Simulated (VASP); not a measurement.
# TiSe2 (P-3m1) in VASP: single point with LDA

Aim: the single point of TiSe2 with LDA.

All numbers are computed with VASP 6.6.1; they aren't measurements. Logs are shortened: lines on timing, memory, paths and dates and some standing lists are left out, and cuts for length are marked.

## (1) The cell of the first run

It takes space group P-3m1 (No. 164, trigonal). Conventional cell: a = 3.536 Å, b = 3.536 Å, c = 6.004 Å, α = 90.00°, β = 90.00°, γ = 120.00°. Within 3.4 Å of Ti (site symmetry -3m) lie 6 Se at 2.55 Å. Se (site symmetry 3m) has 3 Ti at 2.55 Å within 3.4 Å.

## (2) Single point, LDA

The input, INCAR:

```
SYSTEM = TiSe2
PREC = Accurate ; ENCUT = 500
EDIFF = 1E-6 ; ISMEAR = -1
SIGMA = 0.02 ; LREAL = .FALSE.
LASPH = .TRUE. ; NELM = 120
ALGO = Normal ; ISIF = 2
LWAVE = .FALSE. ; LCHARG = .FALSE.
GGA = CA ; NBANDS = 19
GGA_COMPAT = .FALSE.
```

The input, KPOINTS:

```
regular mesh
0
G
  7 7 4
  0 0 0
```

The input, POSCAR:

```
TiSe2
1.0
    3.5360000000      0.0000000000      0.0000000000
   -1.7680000000      3.0622658278      0.0000000000
    0.0000000000      0.0000000000      6.0040000000
Ti Se
1 2
Direct
    0.0000000000      0.0000000000      0.0000000000
    0.3333330000      0.6666670000      0.2552000000
    0.6666670000      0.3333330000      0.7448000000
```

Potentials or basis: VASP PAW LDA potentials, release 64 (Ti_sv, Se).

Run with:

```sh
$ cat potpaw_LDA.64/Ti_sv/POTCAR potpaw_LDA.64/Se/POTCAR > POTCAR
$ mpirun -np 1 vasp_std > vasp.out
```

OUTCAR:

```text
SYSTEM = TiSe2
   PREC = Accurate
   ENCUT = 500
   EDIFF = 1E-6
   ISMEAR = -1
   LREAL = .FALSE.
   LASPH = .TRUE.
   NELM = 120
   ISIF = 2
   GGA = CA

 ion  position               nearest neighbor table
   1  0.000  0.000  0.000-   2 2.55   3 2.55   3 2.55   2 2.55   3 2.55   2 2.55
   2  0.333  0.667  0.255-   1 2.55   1 2.55   1 2.55
   3  0.667  0.333  0.745-   1 2.55   1 2.55   1 2.55

  LATTYP: Found a hexagonal cell.
 ALAT       =     3.5360000000
 C/A-ratio  =     1.6979638009

  Lattice vectors:

 A1 = (   3.5360000000,   0.0000000000,   0.0000000000)
 A2 = (  -1.7680000000,   3.0622658278,   0.0000000000)
 A3 = (   0.0000000000,   0.0000000000,   6.0040000000)

Analysis of symmetry for initial positions (statically):
=====================================================================
 Subroutine PRICEL returns:
 Original cell was already a primitive cell.

 Routine SETGRP: Setting up the symmetry group for a
 hexagonal supercell.

 Subroutine GETGRP returns: Found 12 space group operations
 (whereof 12 operations were pure point group operations)
 out of a pool of 24 trial point group operations.

The static configuration has the point symmetry D_3d.

Analysis of symmetry for dynamics (positions and initial velocities):
=====================================================================
 Subroutine PRICEL returns:
 Original cell was already a primitive cell.

 Routine SETGRP: Setting up the symmetry group for a
 hexagonal supercell.

 Subroutine GETGRP returns: Found 12 space group operations
 (whereof 12 operations were pure point group operations)
 out of a pool of 24 trial point group operations.

The dynamic configuration has the point symmetry D_3d.

 Subroutine INISYM returns: Found 12 space group operations
 (whereof 12 operations are pure point group operations),
 and found     1 'primitive' translations

----------------------------------------------------------------------------------------

                                     Primitive cell

  volume of cell :      65.0123

  direct lattice vectors                    reciprocal lattice vectors
     3.536000000  0.000000000  0.000000000     0.282805430  0.163277791  0.000000000
    -1.768000000  3.062265828  0.000000000     0.000000000  0.326555582  0.000000000
     0.000000000  0.000000000  6.004000000     0.000000000  0.000000000  0.166555630

  length of vectors
     3.536000000  3.536000000  6.004000000     0.326555582  0.326555582  0.166555630

  position of ions in fractional coordinates (direct lattice)
     0.000000000  0.000000000  0.000000000
     0.333333000  0.666667000  0.255200000
     0.666667000  0.333333000  0.744800000

  ion indices of the primitive-cell ions
   primitive index   ion index
                 1           1
                 2           2
                 3           3

----------------------------------------------------------------------------------------

 KPOINTS: regular mesh

Automatic generation of k-mesh.
 Grid dimensions read from file:
 generate k-points for:    7    7    4

 Generating k-lattice:

  Cartesian coordinates                     Fractional coordinates (reciprocal lattice)
     0.040400776  0.023325399  0.000000000     0.142857143  0.000000000  0.000000000
     0.000000000  0.046650797  0.000000000     0.000000000  0.142857143  0.000000000
     0.000000000  0.000000000  0.041638907     0.000000000  0.000000000  0.250000000

  Length of vectors
     0.046650797  0.046650797  0.041638907

  Shift w.r.t. Gamma in fractional coordinates (k-lattice)
     0.000000000  0.000000000  0.000000000

 Subroutine IBZKPT returns following result:
 ===========================================

 Found     28 irreducible k-points:

 Following reciprocal coordinates:
            Coordinates               Weight
  0.000000  0.000000  0.000000      1.000000
  0.142857  0.000000  0.000000      6.000000
  0.285714 -0.000000  0.000000      6.000000
  0.428571 -0.000000  0.000000      6.000000
  0.142857  0.142857  0.000000      6.000000
  0.285714  0.142857  0.000000     12.000000
[... 16 lines left out ...]
  0.285714 -0.000000  0.500000      6.000000
  0.428571 -0.000000  0.500000      6.000000
 [... further k-points ...]
   k-points           NKPTS =     28   k-points in BZ     NKDIM =     28   number of bands    NBANDS=     19
   number of dos      NEDOS =    301   number of ions     NIONS =      3
   total plane-waves  NPLWV =  37632
   dimension x,y,z NGX =    28 NGY =   28 NGZ =   48
   dimension x,y,z NGXF=    56 NGYF=   56 NGZF=   96
   ions per type =               1   2
   NGX,Y,Z   is equivalent  to a cutoff of  13.16, 13.16, 13.29 a.u.
   NGXF,Y,Z  is equivalent  to a cutoff of  26.33, 26.33, 26.58 a.u.
 SYSTEM =  TiSe2
   PREC   = accura    normal or accurate (medium, high low for compatibility)
   ISTART =      0    job   : 0-new  1-cont  2-samecut
   ICHARG =      2    charge: 1-file 2-atom 10-const
   ISPIN  =      1    spin polarized calculation?
   LNONCOLLINEAR =      F non collinear calculations
   LSORBIT =      F    spin-orbit coupling
   LASPH  =      T    aspherical Exc in radial PAW
   ENCUT  =  500.0 eV  36.75 Ry    6.06 a.u.   6.45  6.45 10.95*2*pi/ulx,y,z
   NELM   =    120;   NELMIN=  2; NELMDL= -5     # of ELM steps
   EDIFF  = 0.1E-05   stopping-criterion for ELM
   LREAL  =      F    real-space projection
   EDIFFG = 0.1E-04   stopping-criterion for IOM
   NSW    =      0    number of steps for IOM
   IBRION =     -1    ionic relax: 0-MD 1-quasi-New 2-CG
   NFREE  =      0    steps in history (QN), initial steepest desc. (CG)
   ISIF   =      2    stress and relaxation
   ISYM   =      2    0-nonsym 1-usesym 2-fastsym
   POTIM  = 0.5000    time-step for ionic-motion
   TEBEG  =    0.0;   TEEND  =   0.0 temperature during run
   PSTRESS=    0.0 pullay stress
   NELECT =      24.0000    total number of electrons
   NUPDOWN=      -1.0000    fix difference up-down
   EMIN   =  10.00;   EMAX   =-10.00  energy-range for DOS
   EFERMI =   0.00;   METHOD = LEGACY
   ISMEAR =    -1;   SIGMA  =   0.02  broadening in eV -4-tet -1-fermi 0-gaus
   EFERMI_NEDOS =   21; number of points for ismear=-14 and -15
   IALGO  =     38    algorithm
   IMIX   =      4    mixing-type and parameters
     AMIX     =   0.40;   BMIX     =  1.00
     AMIX_MAG =   1.60;   BMIX_MAG =  1.00
  volume/ion in A,a.u.               =      21.67       146.24
  Fermi-wavevector in a.u.,A,eV,Ry     =   1.174393  2.219280 18.765127  1.379198
  Thomas-Fermi vector in A             =   2.310790
   LORBIT       =      0    0 simple, 1 ext, 2 COOP (PROOUT), +10 PAW based schemes
   GGA     = CA    functional components
   LHFCALC =     F    Hartree Fock is set to
   AEXX    =    0.0000 exact exchange contribution
   IVDW    =     0    specifies the selected vdW correction
   LEPSILON=     F    determine dielectric tensor
   LRPA    =     F    only Hartree local field effects (RPA)
 non-spin polarized calculation
  energy-cutoff  :      500.00
  volume of cell :       65.01
 maximum number of plane-waves:      1672
 NGX is ok and might be reduce to    28
   NGX = 13   NGY = 13   NGZ = 21

 number of electron      24.0000002 magnetization

 Free energy of the ion-electron system (eV)
  ---------------------------------------------------
  ext. energy  EPLUGINS =         0.00000000
  ---------------------------------------------------
  free energy    TOTEN  =       -20.27096761 eV

  energy without entropy =      -20.26927128  energy(sigma->0) =      -20.27011944

 E-fermi :   4.7484     XC(G=0): -10.2954

 val. band max:        4.6783781487   @ k =   0.0000   0.4286   0.2500
 cond. band min:       4.7580120299   @ k =   0.1429   0.0000   0.0000
 fundamental gap:      0.0796338812
 Fermi energy:         4.7484461695

 k-point     1 :       0.0000    0.0000    0.0000
  band No.  band energies     occupation
      1     -52.1380      2.00000
      2     -28.7538      2.00000
      3     -28.7436      2.00000
      4     -28.7436      2.00000
      5      -9.2222      2.00000
      6      -7.7933      2.00000
[... 11 lines left out ...]
     18      10.3168      0.00000
     19      10.3664      0.00000

 k-point     2 :       0.1429    0.0000    0.0000
  band No.  band energies     occupation
      1     -52.1365      2.00000
      2     -28.7612      2.00000
      3     -28.7500      2.00000
      4     -28.7476      2.00000
      5      -9.0062      2.00000
      6      -7.7229      2.00000
[... 11 lines left out ...]
     18      11.3944      0.00000
     19      11.6329      0.00000

 k-point     3 :       0.2857   -0.0000    0.0000
  band No.  band energies     occupation
      1     -52.1330      2.00000
      2     -28.8005      2.00000
      3     -28.7565      2.00000
      4     -28.7414      2.00000
      5      -8.4429      2.00000
      6      -7.5697      2.00000
[... 11 lines left out ...]
     18      11.5610      0.00000
     19      12.1367      0.00000

 k-point     4 :       0.4286   -0.0000    0.0000
  band No.  band energies     occupation
      1     -52.1303      2.00000
      2     -28.8317      2.00000
      3     -28.7636      2.00000
      4     -28.7345      2.00000
      5      -7.8178      2.00000
      6      -7.5151      2.00000
[... 407 lines left out ...]
     18      11.8600      0.00000
     19      12.8146      0.00000

 k-point    23 :       0.2857   -0.0000    0.5000
  band No.  band energies     occupation
      1     -52.1331      2.00000
      2     -28.8005      2.00000
      3     -28.7565      2.00000
      4     -28.7415      2.00000
      5      -8.1248      2.00000
      6      -7.9510      2.00000
[... 11 lines left out ...]
     18      11.1628      0.00000
     19      11.6144      0.00000

 k-point    24 :       0.4286   -0.0000    0.5000
  band No.  band energies     occupation
      1     -52.1303      2.00000
      2     -28.8317      2.00000
      3     -28.7636      2.00000
      4     -28.7346      2.00000
      5      -7.7838      2.00000
      6      -7.5367      2.00000
[... 11 lines left out ...]
     18      10.0155      0.00000
     19      10.7357      0.00000

 [... further k-points ...]

------------------------ aborting loop because EDIFF is reached ----------------------------------------

  FORCE on cell =-STRESS in cart. coord.  units (eV):
  Direction    XX          YY          ZZ          XY          YZ          ZX
  --------------------------------------------------------------------------------------
  -------------------------------------------------------------------------------------
  Total       -2.0659595     -2.0659595     -1.4834399     -0.0000000      0.0000000      0.0000000
  in kB      -50.9139220    -50.9139220    -36.5581921     -0.0000000      0.0000000      0.0000000
  external PRESSURE =     -46.1286787 kB  Pullay stress =       0.0000000 kB

 VOLUME and BASIS-vectors are now :
 -----------------------------------------------------------------------------
  energy-cutoff  :      500.00
  volume of cell :       65.01
      direct lattice vectors                 reciprocal lattice vectors
     3.536000000  0.000000000  0.000000000     0.282805430  0.163277791  0.000000000
    -1.768000000  3.062265828  0.000000000     0.000000000  0.326555582  0.000000000
     0.000000000  0.000000000  6.004000000     0.000000000  0.000000000  0.166555630

 POSITION                                       TOTAL-FORCE (eV/Angst)
 -----------------------------------------------------------------------------------
      0.00000      0.00000      0.00000        -0.000000      0.000000     -0.000000
     -0.00000      2.04151      1.53222        -0.000000      0.000000     -0.238539
      1.76800      1.02075      4.47178         0.000000     -0.000000      0.238539
 -----------------------------------------------------------------------------------
    total drift:                                0.000000     -0.000000      0.000000

  FREE ENERGIE OF THE ION-ELECTRON SYSTEM (eV)
  ---------------------------------------------------
  free  energy   TOTEN  =       -20.2709676086 eV

  energy  without entropy=      -20.2692712755  energy(sigma->0) =      -20.27011944
```

Run time: 56 s. Hardware: 1 thread of Intel Xeon 8259CL, shared host; peak memory 0.17 GiB.

What came out:

```yaml
Free_energy: -20.2710 eV
Pressure: -4.6 GPa
Largest_force: 0.239 eV/Å
Band_gap_on_the_k_mesh: zero (bands 12 and 13 overlap by 0.55 eV)
```

Forces on the atoms (eV/Å):
```
Ti   0.000  0.000  0.000
Se   0.000  0.000 -0.239
Se   0.000  0.000  0.239
```

Stress tensor (GPa, compression positive):
```
-5.09  0.00  0.00
 0.00 -5.09  0.00
 0.00  0.00 -3.66
```

Caveat: the cell stands under tension.
